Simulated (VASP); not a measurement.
# Be: single point with PBEsol

Crystal: Be.

```
Be
1.0
     3.67188    0.00000    0.00000
     0.00000    3.67188    0.00000
     0.00000    0.00000    2.28128
Be
4
Direct
  0.29741 0.29741 0.00000
  0.70259 0.70259 0.00000
  0.20259 0.79741 0.50000
  0.79741 0.20259 0.50000
```

This cell differs from its parent crystal: equal xx and yy strain of -2 %.

* Program: VASP 6.6.1
* Task: single point
* Functional: PBEsol
* Potentials or basis: VASP PAW PBE potentials, release 64 (Be)
* Cutoff: 520 eV
* k mesh: 9 × 9 × 14
* Occupations: fermi-dirac, width 0.05 eV
* Spin: no spin polarisation
* Dipole correction: no
* Further INCAR settings: ALGO = Normal; EDIFF = 1e-06; NBANDS = 12

```json
{
  "Pressure": "4.2 GPa",
  "Largest force": "0.120 eV/Å",
  "Band gap on the k mesh": "zero (bands 4 and 5 overlap by 1.90 eV)"
}
```

Forces in eV/Å, atoms in the order of the input:
```
Be  -0.085 -0.085  0.000
Be   0.085  0.085  0.000
Be   0.085 -0.085  0.000
Be  -0.085  0.085  0.000
```

Stress tensor (GPa, compression positive):
```
5.63 0.00 0.00
0.00 5.63 0.00
0.00 0.00 1.42
```

Levels at points of the mesh, in eV from the Fermi level:
| k point | band 1 | band 2 | band 3 | band 4 | band 5 | band 6 | band 7 | band 8 |
| --- | --- | --- | --- | --- | --- | --- | --- | --- |
| (0.00, 0.00, 0.00) | -11.34 | -5.01 | -4.45 | -0.78 | -0.78 | 5.29 | 5.29 | 7.76 |
| (0.00, 0.00, 0.50) | -6.05 | -6.05 | 1.11 | 1.11 | 1.78 | 1.78 | 2.56 | 2.56 |

Wall time 11 s on 1 thread of Intel(R) Xeon(R) 6975P-C (Granite Rapids), with other jobs on the host, peak memory 0.15 GiB.

Caveat: the cell differs from its parent crystal (equal xx and yy strain of -2 %); the cell stands under pressure; the PAW data sets were made with another functional, which shifts forces and pressure a little.
